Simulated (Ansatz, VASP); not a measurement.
Cl in VASP and in Ansatz

Contents of INCAR:

```
SYSTEM = Cl
PREC = Accurate
ENCUT = 600
EDIFF = 1E-6
ISMEAR = 0
SIGMA = 0.1
LREAL = .False.
LASPH = .True.
NELM = 80
ALGO = Normal
ISIF = 3
LWAVE = .False.
LCHARG = .False.
GGA = PE
IBRION = 2
NSW = 100
EDIFFG = -0.01
```

KPOINTS

```
Automatic mesh
0
Gamma
  15 15 24
  0 0 0
```

Contents of POSCAR:

```
Cl
1.0
    4.0689167312      0.0000000000      0.0000000000
   -2.0344583656      3.5237852551      0.0000000000
    0.0000000000      0.0000000000      2.2856167703
Cl
1
Direct
    0.0000000000      0.0000000000      0.0000000000
```

Input for Ansatz:

```yaml
crystal:
  lattice:
    - [4.0689167312, 0.0, 0.0]
    - [-2.0344583656, 3.5237852551, 0.0]
    - [0.0, 0.0, 2.2856167703]
  atoms:
    - { symbol: Cl, position: [0.0, 0.0, 0.0] }
basis:
  ecutwfc: 420
kpoints:
  mp_grid: { grid: [15, 15, 24] }
hamiltonian:
  xc: pbe
scf:
  occupations: { method: gaussian, width: 0.1 }
output:
  forces: true
  stress: true
  eigenvalues: true
relax:
  adjacent_minimum: "off"
  f_tol: 0.01
  max_steps: 80
  cell: { stress_tol: 0.05 }
```

Alike in both runs: task relaxation of cell and atoms; functional PBE; k mesh 15 × 15 × 24; occupations gaussian, width 0.1 eV; no spin polarisation.

|  | VASP | Ansatz |
| --- | --- | --- |
| version | VASP 6.6.1 | Ansatz 0.2.0 |
| potentials or method | VASP PAW PBE potentials, release 64 (Cl), cutoff 600 eV | scalar-relativistic, plane waves, PAW |
| valence electrons in the cell | 7 | 7 |

Ansatz gave:

* gap on the k mesh at the Fermi level, each at its own relaxed structure (eV): none
* relaxed volume (Å³/atom): 29.71
* relaxed length of the cell vector where the two differ most in proportion (Å): 3.849

Problem. Estimate VASP's values.

Solution. gap on the k mesh at the Fermi level, each at its own relaxed structure (eV): none; relaxed volume (Å³/atom): 30.17; relaxed length of the cell vector where the two differ most in proportion (Å): 3.882.

A gap of «none» marks a metal or a gap that the smearing closes.
